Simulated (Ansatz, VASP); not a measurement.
**KCl in VASP and in Ansatz**

The input INCAR:

```
SYSTEM = KCl
ALGO = Normal ; EDIFF = 1E-6
ENCUT = 520 ; GGA = PE
ISIF = 2 ; ISMEAR = -1
LASPH = .True. ; LCHARG = .False.
LREAL = .False. ; LWAVE = .False.
NBANDS = 15 ; NELM = 100
PREC = Accurate ; SIGMA = 0.02
```

Contents of KPOINTS:

```
k-points
0
Gamma
  8 8 8
  0 0 0
```

POSCAR

```
KCl
1.0
    0.0838626217      3.2287109339      3.2287109339
    3.2287109339      0.0838626217      3.2287109339
    3.2287109339      3.2287109339      0.0838626217
K Cl
1 1
Direct
    0.0000000000      0.0000000000      0.0000000000
    0.5000000000      0.5000000000      0.5000000000
```

Input for Ansatz:

```yaml
crystal:
  lattice:
    - [0.0838626217, 3.2287109339, 3.2287109339]
    - [3.2287109339, 0.0838626217, 3.2287109339]
    - [3.2287109339, 3.2287109339, 0.0838626217]
  atoms:
    - { symbol: K, position: [0.0, 0.0, 0.0] }
    - { symbol: Cl, position: [0.5, 0.5, 0.5] }
kpoints:
  mp_grid: { grid: [8, 8, 8] }
  band_path:
    path:
      - [0.0, 0.0, 0.0]
      - [0.5, 0.0, 0.5]
      - [0.625, 0.25, 0.625]
      - [0.375, 0.375, 0.75]
      - [0.5, 0.5, 0.5]
      - [0.5, 0.25, 0.75]
    npoints: 1
hamiltonian:
  xc: pbe
scf:
  occupations: { method: fermi_dirac, width: 0.02 }
  n_extra_bands: 4
output:
  forces: true
  stress: true
  eigenvalues: true
```

Change from the starting cell: shear_111 strain +4.0%.

Alike in both runs: task single point; functional PBE; k mesh 8 × 8 × 8; occupations fermi-dirac, width 0.02 eV; no spin polarisation.

|  | VASP | Ansatz |
| --- | --- | --- |
| version | VASP 6.6.1 | Ansatz 0.2.0 |
| potentials or method | VASP PAW PBE potentials, release 64 (K_sv, Cl) | plane waves, PAW |
| plane-wave cutoff (eV) | 520 | 420 |
| valence electrons in the cell | 16 | 16 |

```csv
,VASP,Ansatz,Ansatz less VASP
gap on the k mesh at the Fermi level (eV),5.03,5.03,+0.002
pressure (GPa),0.1,0.1,-0.02
"traceless stress, the component that is largest in VASP (GPa)",-0.19,-0.19,-0.001
```

The functional is the same, so the differences come from potentials, cutoffs and numerics.
